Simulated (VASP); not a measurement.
Here is a VASP 6.6.1 calculation.

File INCAR:

```
SYSTEM = SnO2
PREC = Accurate ; ENCUT = 520
EDIFF = 1E-6 ; ISMEAR = 0
SIGMA = 0.05 ; LREAL = .False.
LASPH = .True. ; NELM = 60
ALGO = Normal ; ISIF = 2
LWAVE = .False. ; LCHARG = .False.
GGA = CA ; NBANDS = 35
```

File KPOINTS:

```
Automatic mesh
0
Gamma
  6 6 8
  0 0 0
```

Contents of POSCAR:

```
SnO2
1.0
    4.7212714761      0.0000000000      0.0000000000
    0.0000000000      4.7242464798      0.0000000000
    0.0000000000      0.0000000000      3.1900193999
Sn O
2 4
Direct
    0.5000000000      0.5000000000      0.5000000000
    0.0000000000      0.0000000000      0.0000000000
    0.3317668591      0.2803688802      0.0000000000
    0.8317668591      0.2196311198      0.5000000000
    0.1682331409      0.7803688802      0.5000000000
    0.6682331409      0.7196311198      0.0000000000
```

Potentials or basis: VASP PAW LDA potentials, release 64 (Sn_d, O).

Command:

```bash
$ cat potpaw_LDA.64/Sn_d/POTCAR potpaw_LDA.64/O/POTCAR > POTCAR
$ mpirun -np 1 vasp_std > vasp.out
```

Q: What does it give for the pressure?

A: -0.4 GPa.

Q: What does it give for the largest force?

A: 0.154 eV/Å.

Forces on the atoms (eV/Å):
```
Sn   0.000  0.000  0.000
Sn   0.000  0.000  0.000
O   -0.058  0.143  0.000
O   -0.058 -0.143  0.000
O    0.058  0.143  0.000
O    0.058 -0.143  0.000
```

Caveat: the cell differs from its parent crystal (atoms displaced along a vibrational mode).
